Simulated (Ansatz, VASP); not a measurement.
One calculation of MoS2, two programs

```
CELL_PARAMETERS angstrom
6.24439 -5.40780 0.00000
1.56110 8.11170 0.00000
0.00000 0.00000 12.07944
ATOMIC_POSITIONS crystal
Mo 0.19048 0.23810 0.25000
Mo 0.90476 0.38095 0.25000
Mo 0.61905 0.52381 0.25000
Mo 0.33333 0.66667 0.25000
Mo 0.04762 0.80952 0.25000
Mo 0.76190 0.95238 0.25000
Mo 0.47619 0.09524 0.25000
Mo 0.95238 0.19048 0.75000
Mo 0.66667 0.33333 0.75000
Mo 0.38095 0.47619 0.75000
Mo 0.09524 0.61905 0.75000
Mo 0.80952 0.76190 0.75000
Mo 0.52381 0.90476 0.75000
Mo 0.23810 0.04762 0.75000
S 0.19048 0.23810 0.62134
S 0.90476 0.38095 0.62134
S 0.61905 0.52381 0.62134
S 0.33333 0.66667 0.62134
S 0.04762 0.80952 0.62134
S 0.76190 0.95238 0.62134
S 0.47619 0.09524 0.62134
S 0.95238 0.19048 0.37866
S 0.66667 0.33333 0.37866
S 0.38095 0.47619 0.37866
S 0.09524 0.61905 0.37866
S 0.80952 0.76190 0.37866
S 0.52381 0.90476 0.37866
S 0.23810 0.04762 0.37866
S 0.19048 0.23810 0.87866
S 0.90476 0.38095 0.87866
S 0.61905 0.52381 0.87866
S 0.33333 0.66667 0.87866
S 0.04762 0.80952 0.87866
S 0.76190 0.95238 0.87866
S 0.47619 0.09524 0.87866
S 0.95238 0.19048 0.12134
S 0.66667 0.33333 0.12134
S 0.38095 0.47619 0.12134
S 0.09524 0.61905 0.12134
S 0.80952 0.76190 0.12134
S 0.52381 0.90476 0.12134
S 0.23810 0.04762 0.12134
```

Alike in both runs: task single point; functional LDA; k mesh 2 × 2 × 2; occupations gaussian, width 0.01 eV; no spin polarisation.

|  | VASP | Ansatz |
| --- | --- | --- |
| version | VASP 6.6.1 | Ansatz 0.2.0 |
| potentials or method | VASP PAW LDA potentials, release 64 (Mo_sv, S), cutoff 520 eV | scalar-relativistic, plane waves, PAW |
| valence electrons in the cell | 364 | 364 |

Ansatz gave:

```
gap on the k mesh at the Fermi level (eV) : 0.98
least direct gap on the mesh (eV)         : 0.98
pressure (GPa)                            : 0.0
rms of the force components (eV/Å)        : 0.003
```

Task: Estimate VASP's values.

Result: gap on the k mesh at the Fermi level (eV): 0.99; least direct gap on the mesh (eV): 0.99; pressure (GPa): 0.1; rms of the force components (eV/Å): 0.010.

LDA's correlation is that of Perdew and Zunger in VASP and of Perdew and Wang (1992) in Ansatz. Atom by atom the forces differ by 0.007 eV/Å (rms over components).

The k mesh is coarse, so the values compare programs but aren't converged.
